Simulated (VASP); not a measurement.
# AlNi3 (P1) in VASP: a series of runs

AlNi3 is run at these levels: PBE; tasks: single point.

Program: VASP 6.6.1. These are calculated values, not measurements. Logs are shortened: lines on timing, memory, paths and dates and some standing lists are left out, and cuts for length are marked.

### Step 1. The cell of the first run

The typed cell holds 4 atoms: a = 3.967 Å, b = 3.965 Å, c = 3.981 Å, α = 59.99°, β = 59.81°, γ = 59.86°.

### Step 2. Single point, PBE

INCAR

```
PREC = Accurate
ENCUT = 690
EDIFF = 1E-6
ISMEAR = 0
SIGMA = 0.1
LREAL = False
LASPH = True
NELM = 120
ALGO = Normal
ISIF = 2
LWAVE = False
LCHARG = True
GGA = PE
LELF = True
LVHAR = True
NBANDS = 36
GGA_COMPAT = False
```

KPOINTS

```
regular mesh
0
Gamma
  1 1 1
```

POSCAR

```
AlNi3
1.0
    0.0091803197      2.8086990902      2.8014686452
    2.8035150590      0.0061289969      2.8045199680
    2.8105818206      2.8188171747     -0.0009377647
Al Ni
1 3
Direct
    0.5179937806      0.4754529908      0.4812022906
    0.2347094222      0.2129657574      0.2359009799
    0.0527018359     -0.0376585175      0.0301498793
    0.7728995969      0.7206613382      0.8016672262
```

Potentials or basis: VASP PAW PBE potentials, release 64 (Al, Ni_sv_GW).

Run with:

```console
cat potpaw_PBE.64/Al/POTCAR potpaw_PBE.64/Ni_sv_GW/POTCAR > POTCAR
mpirun -np 1 vasp_gam > vasp.out
```

OUTCAR:

```text
PREC = Accurate
   ENCUT = 690
   EDIFF = 1E-6
   ISMEAR = 0
   LREAL = False
   LASPH = True
   NELM = 120
   ISIF = 2
   GGA = PE

 ion  position               nearest neighbor table
   1  0.518  0.475  0.481-   4 2.21   2 2.32   2 2.39   4 2.42   2 2.45   4 2.46   2 2.57   3 2.58
                             4 2.67   3 2.71   3 2.76   3 2.88   3 2.91
   2  0.235  0.213  0.236-   3 2.08   1 2.32   1 2.39   1 2.45   3 2.46   4 2.53   1 2.57   3 2.61
                             4 2.61   3 2.66
   3  0.053  0.962  0.030-   2 2.08   4 2.33   4 2.44   2 2.46   4 2.46   4 2.51   1 2.58   2 2.61
                             2 2.66   1 2.71   1 2.76   1 2.88   1 2.91
   4  0.773  0.721  0.802-   1 2.21   3 2.33   1 2.42   3 2.44   3 2.46   1 2.46   3 2.51   2 2.53
                             2 2.61   1 2.67

  LATTYP: Found a triclinic cell.
 ALAT       =     3.9670015664
 B/A-ratio  =     0.9996175526
 C/A-ratio  =     0.9988661435
 COS(alpha) =     0.0003545688
 COS(beta)  =     0.4959977987
 COS(gamma) =     0.5021730876

  Lattice vectors:

 A1 = (  -0.0091803197,  -2.8086990902,  -2.8014686452)
 A2 = (  -2.8035150590,  -0.0061289969,  -2.8045199680)
 A3 = (   2.8014015009,   0.0101180845,  -2.8024064099)

Analysis of symmetry for initial positions (statically):
=====================================================================
 Subroutine PRICEL returns:
 Original cell was already a primitive cell.

 Routine SETGRP: Setting up the symmetry group for a
 triclinic supercell.

 Subroutine GETGRP returns: Found  1 space group operations
 (whereof  1 operations were pure point group operations)
 out of a pool of  2 trial point group operations.

The static configuration has the point symmetry C_1 .

Analysis of symmetry for dynamics (positions and initial velocities):
=====================================================================
 Subroutine PRICEL returns:
 Original cell was already a primitive cell.

 Routine SETGRP: Setting up the symmetry group for a
 triclinic supercell.

 Subroutine GETGRP returns: Found  1 space group operations
 (whereof  1 operations were pure point group operations)
 out of a pool of  2 trial point group operations.

The dynamic configuration has the point symmetry C_1 .

 Subroutine INISYM returns: Found  1 space group operations
 (whereof  1 operations are pure point group operations),
 and found     1 'primitive' translations

----------------------------------------------------------------------------------------

                                     Primitive cell

  volume of cell :      44.1645

  direct lattice vectors                    reciprocal lattice vectors
     0.009180320  2.808699090  2.801468645    -0.178999642  0.178536081  0.178545330
     2.803515059  0.006128997  2.804519968     0.178864398 -0.178282565  0.178156571
     2.810581821  2.818817175 -0.000937765     0.177968219  0.177251142 -0.178291814

  length of vectors
     3.967001566  3.965484397  3.980590574     0.309506767  0.309058101  0.308023741

  position of ions in fractional coordinates (direct lattice)
     0.517993781  0.475452991  0.481202291
     0.234709422  0.212965757  0.235900980
     0.052701836  0.962341483  0.030149879
     0.772899597  0.720661338  0.801667226

  ion indices of the primitive-cell ions
   primitive index   ion index
                 1           1
                 2           2
                 3           3
                 4           4

----------------------------------------------------------------------------------------

 KPOINTS: regular mesh

Automatic generation of k-mesh.
 Grid dimensions read from file:
 generate k-points for:    1    1    1

 Generating k-lattice:

  Cartesian coordinates                     Fractional coordinates (reciprocal lattice)
    -0.178999642  0.178536081  0.178545330     1.000000000  0.000000000  0.000000000
     0.178864398 -0.178282565  0.178156571     0.000000000  1.000000000  0.000000000
     0.177968219  0.177251142 -0.178291814    -0.000000000  0.000000000  1.000000000

  Length of vectors
     0.309506767  0.309058101  0.308023741

  Shift w.r.t. Gamma in fractional coordinates (k-lattice)
     0.000000000  0.000000000  0.000000000

 Subroutine IBZKPT returns following result:
 ===========================================

 Found      1 irreducible k-points:

 Following reciprocal coordinates:
            Coordinates               Weight
  0.000000  0.000000  0.000000      1.000000
   k-points           NKPTS =      1   k-points in BZ     NKDIM =      1   number of bands    NBANDS=     36
   number of dos      NEDOS =    301   number of ions     NIONS =      4
   total plane-waves  NPLWV =  46656
   dimension x,y,z NGX =    36 NGY =   36 NGZ =   36
   dimension x,y,z NGXF=    72 NGYF=   72 NGZF=   72
   ions per type =               1   3
   NGX,Y,Z   is equivalent  to a cutoff of  15.09, 15.09, 15.04 a.u.
   NGXF,Y,Z  is equivalent  to a cutoff of  30.17, 30.18, 30.07 a.u.
 SYSTEM =  unknown system
   PREC   = accura    normal or accurate (medium, high low for compatibility)
   ISTART =      0    job   : 0-new  1-cont  2-samecut
   ICHARG =      2    charge: 1-file 2-atom 10-const
   ISPIN  =      1    spin polarized calculation?
   LNONCOLLINEAR =      F non collinear calculations
   LSORBIT =      F    spin-orbit coupling
   LASPH  =      T    aspherical Exc in radial PAW
   ENCUT  =  690.0 eV  50.71 Ry    7.12 a.u.   8.50  8.49  8.53*2*pi/ulx,y,z
   NELM   =    120;   NELMIN=  2; NELMDL= -5     # of ELM steps
   EDIFF  = 0.1E-05   stopping-criterion for ELM
   LREAL  =      F    real-space projection
   EDIFFG = 0.1E-04   stopping-criterion for IOM
   NSW    =      0    number of steps for IOM
   IBRION =     -1    ionic relax: 0-MD 1-quasi-New 2-CG
   NFREE  =      0    steps in history (QN), initial steepest desc. (CG)
   ISIF   =      2    stress and relaxation
   ISYM   =      2    0-nonsym 1-usesym 2-fastsym
   POTIM  = 0.5000    time-step for ionic-motion
   TEBEG  =    0.0;   TEEND  =   0.0 temperature during run
   PSTRESS=    0.0 pullay stress
   NELECT =      57.0000    total number of electrons
   NUPDOWN=      -1.0000    fix difference up-down
   EMIN   =  10.00;   EMAX   =-10.00  energy-range for DOS
   EFERMI =   0.00;   METHOD = LEGACY
   ISMEAR =     0;   SIGMA  =   0.10  broadening in eV -4-tet -1-fermi 0-gaus
   EFERMI_NEDOS =   21; number of points for ismear=-14 and -15
   IALGO  =     38    algorithm
   IMIX   =      4    mixing-type and parameters
     AMIX     =   0.40;   BMIX     =  1.00
     AMIX_MAG =   1.60;   BMIX_MAG =  1.00
  volume/ion in A,a.u.               =      11.04        74.51
  Fermi-wavevector in a.u.,A,eV,Ry     =   1.782414  3.368274 43.225704  3.177000
  Thomas-Fermi vector in A             =   2.846808
   LORBIT       =      0    0 simple, 1 ext, 2 COOP (PROOUT), +10 PAW based schemes
   GGA     = PE    functional components
   LHFCALC =     F    Hartree Fock is set to
   AEXX    =    0.0000 exact exchange contribution
   IVDW    =     0    specifies the selected vdW correction
   LEPSILON=     F    determine dielectric tensor
   LRPA    =     F    only Hartree local field effects (RPA)
 non-spin polarized calculation
 Gauss-broadening in eV      SIGMA  =   0.10
  energy-cutoff  :      690.00
  volume of cell :       44.16
 maximum number of plane-waves:       915
 NGX is ok and might be reduce to    36
   NGX = 17   NGY = 17   NGZ = 17

 number of electron      57.0000004 magnetization

 Free energy of the ion-electron system (eV)
  ---------------------------------------------------
  ext. energy  EPLUGINS =         0.00000000
  ---------------------------------------------------
  free energy    TOTEN  =       -17.69451017 eV

  energy without entropy =      -17.61320068  energy(sigma->0) =      -17.65385542

 E-fermi :  14.1811     XC(G=0): -13.1326

 val. band max:        9.2069253764   @ k =   0.0000   0.0000   0.0000
 cond. band min:      14.2014844789   @ k =   0.0000   0.0000   0.0000
 fundamental gap:      4.9945591026
 Fermi energy:        14.1810953037

 k-point     1 :       0.0000    0.0000    0.0000
  band No.  band energies     occupation
      1     -93.3535      2.00000
      2     -93.1187      2.00000
      3     -93.0421      2.00000
      4     -54.0240      2.00000
      5     -53.7988      2.00000
      6     -53.6913      2.00000
[... 28 lines left out ...]
     35      15.8949      0.00000
     36      17.4008      0.00000

------------------------ aborting loop because EDIFF is reached ----------------------------------------

  FORCE on cell =-STRESS in cart. coord.  units (eV):
  Direction    XX          YY          ZZ          XY          YZ          ZX
  --------------------------------------------------------------------------------------
  -------------------------------------------------------------------------------------
  Total        3.9377089      6.2086832      3.5896575     -1.3712135      4.1230766     -3.1983512
  in kB      142.8501121    225.2353132    130.2236886    -49.7441545    149.5747860   -116.0280887
  external PRESSURE =     166.1030380 kB  Pullay stress =       0.0000000 kB

 VOLUME and BASIS-vectors are now :
 -----------------------------------------------------------------------------
  energy-cutoff  :      690.00
  volume of cell :       44.16
      direct lattice vectors                 reciprocal lattice vectors
     0.009180320  2.808699090  2.801468645    -0.178999642  0.178536081  0.178545330
     2.803515059  0.006128997  2.804519968     0.178864398 -0.178282565  0.178156571
     2.810581821  2.818817175 -0.000937765     0.177968219  0.177251142 -0.178291814

 POSITION                                       TOTAL-FORCE (eV/Angst)
 -----------------------------------------------------------------------------------
      2.69015      2.81422      2.78411         0.676351      1.157653     -0.657613
      1.26223      1.32550      1.25458         0.867458     -0.100172      0.273380
      2.78316      0.23891      2.84652        -2.117396     -0.857755     -0.462729
      4.28063      4.43501      4.18561         0.573587     -0.199726      0.846962
 -----------------------------------------------------------------------------------
    total drift:                               -0.006922      0.009329      0.004213

  FREE ENERGIE OF THE ION-ELECTRON SYSTEM (eV)
  ---------------------------------------------------
  free  energy   TOTEN  =       -17.6945101680 eV

  energy  without entropy=      -17.6132006765  energy(sigma->0) =      -17.65385542
```

Run time: 16 s. Hardware: 1 thread of Intel Xeon Platinum 8488C (Sapphire Rapids), shared host; peak memory 0.2 GiB.

What came out:

```
Free energy            : -17.6945 eV
Pressure               : 16.6 GPa
Largest force          : 2.331 eV/Å
Band gap on the k mesh : zero (an odd number of electrons rules out a gap without spin polarisation)
```

Forces on the atoms (eV/Å):
```
Al   0.676  1.158 -0.658
Ni   0.867 -0.100  0.273
Ni  -2.117 -0.858 -0.463
Ni   0.574 -0.200  0.847
```

Levels at points of the mesh, in eV from the Fermi level:
| k point | band 25 | band 26 | band 27 | band 28 | band 29 | band 30 | band 31 | band 32 |
| --- | --- | --- | --- | --- | --- | --- | --- | --- |
| (0.00, 0.00, 0.00) | -5.34 | -5.11 | -5.04 | -4.97 | 0.02 | 0.09 | 0.36 | 0.62 |

Caveat: the k points lie up to 1.94 Å⁻¹ apart, too coarse for converged energies and pressures of a metal; forces of over 1 eV/Å act on the atoms, so gaps and moduli don't describe the material at rest. Spin polarisation is off, so any magnetic state and its effect on volume and gap are missing.

### Step 3. Single point, PBE

INCAR

```
PREC     = Accurate       # precision mode
ENCUT    = 690            # plane-wave cutoff, eV
EDIFF    = 1E-6           # SCF threshold, eV
ISMEAR   = 0              # smearing method
SIGMA    = 0.1            # smearing width, eV
LREAL    = F              # projectors in reciprocal space
LASPH    = T              # aspherical terms in the spheres
NELM     = 120            # most SCF steps
ALGO     = Normal         # electronic algorithm
ISIF     = 2              # what is computed and relaxed
LWAVE    = F              # write WAVECAR
LCHARG   = T              # write CHGCAR
GGA      = PE             # functional
LELF     = T              # ELF
LVHAR    = T            
NBANDS   = 36             # bands
GGA_COMPAT= F
```

KPOINTS

```
regular mesh
0
Gamma
  2 2 2
```

POSCAR is that of step 2.

Potentials or basis: VASP PAW PBE potentials, release 64 (Al, Ni_sv_GW).

Run with:

```console
cat potpaw_PBE.64/Al/POTCAR potpaw_PBE.64/Ni_sv_GW/POTCAR > POTCAR
mpirun -np 1 vasp_std > vasp.out
```

Run time: 29 s. Hardware: 1 thread of AMD EPYC 9R45 (Zen 5), shared host; peak memory 0.18 GiB.

Results (log left out):

```
Free energy            : -23.4832 eV
Pressure               : 15.0 GPa
Largest force          : 3.298 eV/Å
Band gap on the k mesh : zero (an odd number of electrons rules out a gap without spin polarisation)
```

Forces on the atoms (eV/Å):
```
Al   1.035  1.069 -1.034
Ni   1.580  1.736  2.110
Ni  -1.562 -2.147 -1.957
Ni  -1.054 -0.659  0.881
```

Stress tensor (GPa, compression positive):
```
17.21  2.35  2.30
 2.35 12.22  3.20
 2.30  3.20 15.66
```

Levels at points of the mesh, in eV from the Fermi level:
```csv
k point,band 25,band 26,band 27,band 28,band 29,band 30,band 31,band 32
"(0.00, 0.00, 0.00)",-0.60,-0.39,-0.31,-0.29,5.49,5.63,5.85,6.24
"(0.50, 0.00, 0.00)",-0.78,-0.38,-0.30,-0.25,0.08,3.89,4.22,5.44
"(0.00, 0.50, 0.00)",-0.64,-0.41,-0.32,-0.15,0.10,3.76,4.32,5.48
"(0.50, 0.50, 0.00)",-0.60,-0.44,-0.36,-0.27,-0.14,0.05,0.50,4.30
"(0.00, 0.00, 0.50)",-0.82,-0.39,-0.37,-0.34,-0.02,4.13,4.28,5.34
"(0.50, 0.00, 0.50)",-0.58,-0.52,-0.42,-0.37,-0.18,0.00,0.38,4.49
"(0.00, 0.50, 0.50)",-0.62,-0.47,-0.43,-0.13,-0.04,0.06,0.43,4.37
"(0.50, 0.50, 0.50)",-0.39,-0.38,-0.17,-0.01,0.24,4.10,4.59,5.25
```

Caveat: the k points lie up to 0.97 Å⁻¹ apart, too coarse for converged energies and pressures of a metal; forces of over 1 eV/Å act on the atoms, so gaps and moduli don't describe the material at rest.

The gap in the log of VASP goes by the Fermi energy; the results here count the filled bands.